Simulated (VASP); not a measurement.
Pt, 1 atom in the cell. Symmetry: Fm-3m, No. 225, cubic system. The conventional cell has a = 3.941 Å, b = 3.941 Å, c = 3.941 Å, α = 90.00°, β = 90.00°, γ = 90.00°. Pt (site symmetry m-3m) has 12 Pt at 2.79 Å within 3.7 Å. 

| Item | Value |
| --- | --- |
| Program | VASP 6.6.1 |
| Task | single point |
| Functional | r2SCAN |
| Potentials or basis | VASP PAW PBE potentials, release 64 (Pt) |
| Cutoff | 520 eV |
| k mesh | 10 × 10 × 10 |
| Occupations | fermi-dirac, width 0.05 eV |
| Spin | no spin polarisation |
| Dipole correction | no |
| Further INCAR settings | ALGO = Normal; EDIFF = 1e-06; NBANDS = 11 |

Potentials or basis: VASP PAW PBE potentials, release 64 (Pt).

Command:

```bash
$ cat potpaw_PBE.64/Pt/POTCAR > POTCAR
$ cp INCAR.step1 INCAR
$ mpirun -np 1 vasp_std > vasp.out
$ cp INCAR.step2 INCAR
$ mpirun -np 1 vasp_std > vasp.out
```

Hardware: 1 thread of Intel(R) Xeon(R) Platinum 8488C (Sapphire Rapids) (shared host).

Problem. Estimate the wall time of this run.

Solution. It took 21 s on 1 thread of Intel(R) Xeon(R) Platinum 8488C (Sapphire Rapids) (shared host), peak memory 0.15 GiB. Counts: k points 47.
